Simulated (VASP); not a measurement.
A run of VASP 6.6.1 is set up as follows.

The input INCAR:

```
PREC     = Accurate       # precision mode
ENCUT    = 700            # plane-wave cutoff, eV
EDIFF    = 1E-6           # SCF threshold, eV
ISMEAR   = -1             # smearing method
SIGMA    = 0.05           # smearing width, eV
LREAL    = Auto         
LASPH    = T              # aspherical terms in the spheres
NELM     = 120            # most SCF steps
ALGO     = Normal         # electronic algorithm
ISIF     = 2              # what is computed and relaxed
LWAVE    = F              # write WAVECAR
LCHARG   = F              # write CHGCAR
GGA      = PS             # functional
IVDW     = 12             # dispersion correction
NBANDS   = 100            # bands
GGA_COMPAT= F
```

Contents of KPOINTS:

```
Automatic mesh
0
Gamma
  4 4 2
```

Contents of POSCAR:

```
Ta3AsAu2O13
1.0
    5.3280099658      0.0000000000      0.0000000000
   -2.6640049829      4.6141919820      0.0000000000
    0.0000000000      0.0000000000      9.4413940239
Ta As Au O
3 1 2 13
Direct
    0.0000000000      0.0000000000      0.1965641842
    0.0000000000      0.0000000000      0.8034358158
    0.6666666667      0.3333333333      0.0000000000
    0.0000000000      0.0000000000      0.5000000000
    0.3333333333      0.6666666667      0.2690395089
    0.3333333333      0.6666666667      0.7309604911
    0.0000000000      0.0000000000      0.0000000000
    0.2436763999      0.9684270281      0.3649960048
    0.0315729719      0.2752493718      0.3649960048
    0.7247506282      0.7563236001      0.3649960048
    0.2436763999      0.9684270281      0.6350039952
    0.0315729719      0.2752493718      0.6350039952
    0.7247506282      0.7563236001      0.6350039952
    0.3866386771      0.3431472496      0.8580200095
    0.6568527504      0.0434914276      0.8580200095
    0.9565085724      0.6133613229      0.8580200095
    0.3866386771      0.3431472496      0.1419799905
    0.6568527504      0.0434914276      0.1419799905
    0.9565085724      0.6133613229      0.1419799905
```

Potentials or basis: VASP PAW PBE potentials, release 64 (Ta_sv_GW, As_d, Au_sv_GW, O).

The run is started by

```bash
$ cat potpaw_PBE.64/Ta_sv_GW/POTCAR potpaw_PBE.64/As_d/POTCAR potpaw_PBE.64/Au_sv_GW/POTCAR potpaw_PBE.64/O/POTCAR > POTCAR
$ mpirun -np 1 vasp_std > vasp.out
```

Problem. What does it give for the pressure?

Solution. 0.0 GPa.

Problem. What does it give for the largest force?

Solution. 0.062 eV/Å.

Problem. What does it give for the dispersion energy per atom?

Solution. -0.185 eV.

Stress tensor (GPa, compression positive):
```
-0.16  0.00  0.00
 0.00 -0.16  0.00
 0.00  0.00  0.17
```

Caveat: the PAW data sets were made with another functional, which shifts forces and pressure a little.
